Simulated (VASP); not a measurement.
# Rh (Pm-3m) in VASP: a series of runs, part 2 of 2

VASP 6.6.1.

## (5) Single point, BLYP

This run uses another cell than the first one, of 17.26 Å³/atom, 0.926 times its volume.

The input, INCAR:

```
SYSTEM = Rh
PREC = Accurate ; ENCUT = 520
EDIFF = 1E-6 ; ISMEAR = -1
SIGMA = 0.1 ; LREAL = .FALSE.
LASPH = .TRUE. ; NELM = 100
ALGO = Normal ; ISIF = 2
LWAVE = .FALSE. ; LCHARG = .FALSE.
GGA = B5 ; ALDAX = 1.0
AGGAX = 1.0 ; AGGAC = 1.0
ALDAC = 0.0 ; NBANDS = 14
```

The input, KPOINTS:

```
regular mesh
0
G
  20 20 20
  0 0 0
```

The input, POSCAR:

```
Rh
1.0
    2.5842437664      0.0000000000      0.0000000000
    0.0000000000      2.5842437664      0.0000000000
    0.0000000000      0.0000000000      2.5842437664
Rh
1
Direct
    0.0000000000      0.0000000000      0.0000000000
```

Potentials or basis: VASP PAW PBE potentials, release 64 (Rh_pv).

The run is started by

```sh
$ cat potpaw_PBE.64/Rh_pv/POTCAR > POTCAR
$ mpirun -np 1 vasp_std > vasp.out
```

OUTCAR:

```text
SYSTEM = Rh
   PREC = Accurate
   ENCUT = 520
   EDIFF = 1E-6
   ISMEAR = -1
   LREAL = .FALSE.
   LASPH = .TRUE.
   NELM = 100
   ISIF = 2
   GGA = B5

 ion  position               nearest neighbor table
   1  0.000  0.000  0.000-

  LATTYP: Found a simple cubic cell.
 ALAT       =     2.5842437664

  Lattice vectors:

 A1 = (   2.5842437664,   0.0000000000,   0.0000000000)
 A2 = (   0.0000000000,   2.5842437664,   0.0000000000)
 A3 = (   0.0000000000,   0.0000000000,   2.5842437664)

Analysis of symmetry for initial positions (statically):
=====================================================================
 Subroutine PRICEL returns:
 Original cell was already a primitive cell.

 Routine SETGRP: Setting up the symmetry group for a
 simple cubic supercell.

 Subroutine GETGRP returns: Found 48 space group operations
 (whereof 48 operations were pure point group operations)
 out of a pool of 48 trial point group operations.

The static configuration has the point symmetry O_h .

Analysis of symmetry for dynamics (positions and initial velocities):
=====================================================================
 Subroutine PRICEL returns:
 Original cell was already a primitive cell.

 Routine SETGRP: Setting up the symmetry group for a
 simple cubic supercell.

 Subroutine GETGRP returns: Found 48 space group operations
 (whereof 48 operations were pure point group operations)
 out of a pool of 48 trial point group operations.

The dynamic configuration has the point symmetry O_h .

 Subroutine INISYM returns: Found 48 space group operations
 (whereof 48 operations are pure point group operations),
 and found     1 'primitive' translations

----------------------------------------------------------------------------------------

                                     Primitive cell

  volume of cell :      17.2584
[... 107 lines left out ...]
     AMIX_MAG =   1.60;   BMIX_MAG =  1.00
  volume/ion in A,a.u.               =      17.26       116.47
  Fermi-wavevector in a.u.,A,eV,Ry     =   1.562326  2.952369 33.209968  2.440864
  Thomas-Fermi vector in A             =   2.665261
   LORBIT       =      0    0 simple, 1 ext, 2 COOP (PROOUT), +10 PAW based schemes
   GGA     = B5    functional components
   LHFCALC =     F    Hartree Fock is set to
   AEXX    =    0.0000 exact exchange contribution
   IVDW    =     0    specifies the selected vdW correction
   LEPSILON=     F    determine dielectric tensor
   LRPA    =     F    only Hartree local field effects (RPA)
 non-spin polarized calculation
  energy-cutoff  :      520.00
  volume of cell :       17.26
 maximum number of plane-waves:       480
 NGX is ok and might be reduce to    20
   NGX =  9   NGY =  9   NGZ =  9

 number of electron      15.0000011 magnetization

 Free energy of the ion-electron system (eV)
  ---------------------------------------------------
  ext. energy  EPLUGINS =         0.00000000
  ---------------------------------------------------
  free energy    TOTEN  =        -5.63676283 eV

  energy without entropy =       -5.57442740  energy(sigma->0) =       -5.60559512

 E-fermi :   8.8468     XC(G=0): -11.8217

 val. band max:        8.8461050022   @ k =   0.3500   0.1500   0.0000
 cond. band min:       8.8513484255   @ k =   0.5000   0.1500   0.1500
 fundamental gap:      0.0052434233
 Fermi energy:         8.8468407854

 k-point     1 :       0.0000    0.0000    0.0000
  band No.  band energies     occupation
      1     -36.9009      2.00000
      2     -36.9009      2.00000
      3     -36.9009      2.00000
      4       2.6508      2.00000
      5       4.1847      2.00000
      6       4.1847      2.00000
      7       9.5084      0.00268
      8       9.5084      0.00268
      9       9.5084      0.00268
     10      25.2787      0.00000
     11      25.2787      0.00000
     12      25.2787      0.00000
     13      29.8507      0.00000
     14      32.4581      0.00000
[... 377 lines left out ...]
      1     -37.1026      2.00000
      2     -36.9405      2.00000
      3     -36.8788      2.00000
      4       3.7808      2.00000
      5       4.5761      2.00000
      6       5.3236      2.00000
      7       8.5679      1.88423
      8       8.7941      1.25780
      9       9.3700      0.01064
     10      21.0656      0.00000
     11      24.9979      0.00000
     12      27.4643      0.00000
     13      29.8501      0.00000
     14      30.0186      0.00000

 [... further k-points ...]
[... 5 lines left out ...]
  --------------------------------------------------------------------------------------
  -------------------------------------------------------------------------------------
  Total        0.0305812      0.0305812      0.0305812     -0.0000000     -0.0000000      0.0000000
  in kB        2.8389926      2.8389926      2.8389926     -0.0000000     -0.0000000      0.0000000
  external PRESSURE =       2.8389926 kB  Pullay stress =       0.0000000 kB

 VOLUME and BASIS-vectors are now :
 -----------------------------------------------------------------------------
  energy-cutoff  :      520.00
  volume of cell :       17.26
      direct lattice vectors                 reciprocal lattice vectors
     2.584243766  0.000000000  0.000000000     0.386960399  0.000000000  0.000000000
     0.000000000  2.584243766  0.000000000     0.000000000  0.386960399  0.000000000
     0.000000000  0.000000000  2.584243766     0.000000000  0.000000000  0.386960399

 POSITION                                       TOTAL-FORCE (eV/Angst)
 -----------------------------------------------------------------------------------
      0.00000      0.00000      0.00000         0.000000      0.000000      0.000000
 -----------------------------------------------------------------------------------
    total drift:                                0.000000      0.000000      0.000000

  FREE ENERGIE OF THE ION-ELECTRON SYSTEM (eV)
  ---------------------------------------------------
  free  energy   TOTEN  =        -5.6367628305 eV

  energy  without entropy=       -5.5744274014  energy(sigma->0) =       -5.60559512
```

OSZICAR:

```text
N       E                     dE             d eps       ncg     rms          rms(c)
DAV:   1     0.125618201913E+03    0.12562E+03   -0.89195E+03  8044   0.110E+03
DAV:   2    -0.422229082183E+01   -0.12984E+03   -0.12330E+03  8578   0.333E+02
DAV:   3    -0.587184990734E+01   -0.16496E+01   -0.16454E+01  9886   0.422E+01
DAV:   4    -0.588020550774E+01   -0.83556E-02   -0.83543E-02  9372   0.306E+00
DAV:   5    -0.588031292650E+01   -0.10742E-03   -0.10741E-03 10130   0.314E-01    0.640E+00
DAV:   6    -0.563736081857E+01    0.24295E+00   -0.50962E-01  9946   0.929E+00    0.234E+00
DAV:   7    -0.563713497764E+01    0.22584E-03   -0.17448E-02  9094   0.940E-01    0.132E+00
DAV:   8    -0.563680064075E+01    0.33434E-03   -0.18756E-03  9328   0.518E-01    0.556E-02
DAV:   9    -0.563676113101E+01    0.39510E-04   -0.13240E-04 10222   0.153E-01    0.204E-02
DAV:  10    -0.563676321455E+01   -0.20835E-05   -0.12899E-05  8926   0.384E-02    0.831E-03
DAV:  11    -0.563676283054E+01    0.38402E-06   -0.17633E-07  6848   0.496E-03
   1 F= -.56367628E+01 E0= -.56055951E+01  d E =-.623354E-01
```

It took 19 s on 1 thread of Intel Xeon 6975P-C (Granite Rapids), shared host; peak memory 0.17 GiB.

Results:

```yaml
Free_energy: -5.6368 eV
Pressure: 0.3 GPa
```

Caveat: the PAW data sets were made with another functional, which shifts forces and pressure a little.

## (6) Overview

| task | cell | k mesh | cutoff (eV) | gap on the mesh (eV) | pressure (GPa) |
| --- | --- | --- | --- | --- | --- |
| single point | a = 2.651 Å, 1 atom | 14 × 14 × 14 | 520 | none | -9.5 |
| single point | a = 2.684 Å, 1 atom | 14 × 14 × 14 | 520 | none | -12.7 |
| relaxation of cell and atoms | relaxed from a = 2.458 Å, 1 atom | 13 × 13 × 13 | 600 | none | 0.1 |
| single point | a = 2.584 Å, 1 atom | 20 × 20 × 20 | 520 | none | 0.3 |

Alike in all rows: level BLYP; potentials or basis VASP PAW PBE potentials, release 64 (Rh_pv); no spin polarisation; smearing fermi-dirac 0.1 eV.

Caveats: the PAW data sets were made with another functional, which shifts forces and pressure a little; the volume moved by over 15 % at a fixed basis, so the end points are rough (some runs).

Total energies depend on the potentials used, so only differences within one code and one set of settings carry meaning.
